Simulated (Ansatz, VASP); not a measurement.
Two plane-wave programs on MgO

File INCAR:

```
PREC = Accurate ; ENCUT = 520
EDIFF = 1E-7 ; ISMEAR = 0
SIGMA = 0.05 ; LREAL = F
LASPH = T ; NELM = 100
ALGO = Normal ; ISIF = 2
LWAVE = F ; LCHARG = F
GGA = CA ; NBANDS = 36
```

The input KPOINTS:

```
Automatic mesh
0
Gamma
  9 9 2
```

The input POSCAR:

```
MgO
1.0
    2.1351500000     -2.1351500000      0.0000000000
    2.1351500000      0.0000000000     -2.1351500000
    9.4066254038      9.4066254038      9.4066254038
Mg O
6 6
Direct
    0.6666666667      0.6666666667      0.0378306054
    0.0000000000      0.0000000000      0.7944427124
    0.3333333333      0.3333333333      0.1891530268
    0.6666666667      0.6666666667      0.4917978696
    0.0000000000      0.0000000000      0.3404754482
    0.3333333333      0.3333333333      0.6431202910
    0.6666666667      0.6666666667      0.2648142375
    0.0000000000      0.0000000000      0.1134918161
    0.3333333333      0.3333333333      0.4161366589
    0.6666666667      0.6666666667      0.7187815017
    1.0000000000      1.0000000000      0.5674590803
    0.3333333333      0.3333333333      0.8701039231
```

Input for Ansatz:

```yaml
crystal:
  lattice:
    - [2.13515, -2.13515, 0.0]
    - [2.13515, 0.0, -2.13515]
    - [9.4066254038, 9.4066254038, 9.4066254038]
  atoms:
    - { symbol: Mg, position: [0.6666666667, 0.6666666667, 0.0378306054] }
    - { symbol: Mg, position: [0.0, 0.0, 0.7944427124] }
    - { symbol: Mg, position: [0.3333333333, 0.3333333333, 0.1891530268] }
    - { symbol: Mg, position: [0.6666666667, 0.6666666667, 0.4917978696] }
    - { symbol: Mg, position: [0.0, 0.0, 0.3404754482] }
    - { symbol: Mg, position: [0.3333333333, 0.3333333333, 0.643120291] }
    - { symbol: O, position: [0.6666666667, 0.6666666667, 0.2648142375] }
    - { symbol: O, position: [0.0, 0.0, 0.1134918161] }
    - { symbol: O, position: [0.3333333333, 0.3333333333, 0.4161366589] }
    - { symbol: O, position: [0.6666666667, 0.6666666667, 0.7187815017] }
    - { symbol: O, position: [1.0, 1.0, 0.5674590803] }
    - { symbol: O, position: [0.3333333333, 0.3333333333, 0.8701039231] }
basis:
  ecutwfc: 420
kpoints:
  mp_grid: { grid: [9, 9, 2] }
hamiltonian:
  xc: lda
scf:
  occupations: { method: gaussian, width: 0.05 }
output:
  forces: true
  stress: true
  eigenvalues: true
```

Alike in both runs: task single point; functional LDA; k mesh 9 × 9 × 2; occupations gaussian, width 0.05 eV; no spin polarisation.

|  | VASP | Ansatz |
| --- | --- | --- |
| version | VASP 6.6.1 | Ansatz 0.2.0 |
| potentials or method | VASP PAW LDA potentials, release 64 (Mg, O), cutoff 520 eV | scalar-relativistic, plane waves, PAW |
| valence electrons in the cell | 48 | 96 |

|  | VASP | Ansatz | Ansatz less VASP |
| --- | --- | --- | --- |
| gap on the k mesh at the Fermi level (eV) | none | none | - |
| pressure (GPa) | -12.5 | -11.1 | +1.38 |
| traceless stress, the component that is largest in VASP (GPa) | -3.40 | -3.43 | -0.032 |
| rms of the force components (eV/Å) | 0.483 | 0.489 | +0.0060 |

LDA's correlation is that of Perdew and Zunger in VASP and of Perdew and Wang (1992) in Ansatz. Atom by atom the forces differ by 0.009 eV/Å (rms over components). A gap of «none» marks a metal or a gap that the smearing closes. VASP's potentials hold 48 valence electrons a cell and Ansatz's 96, so a difference there can come from the potentials and not from the codes.
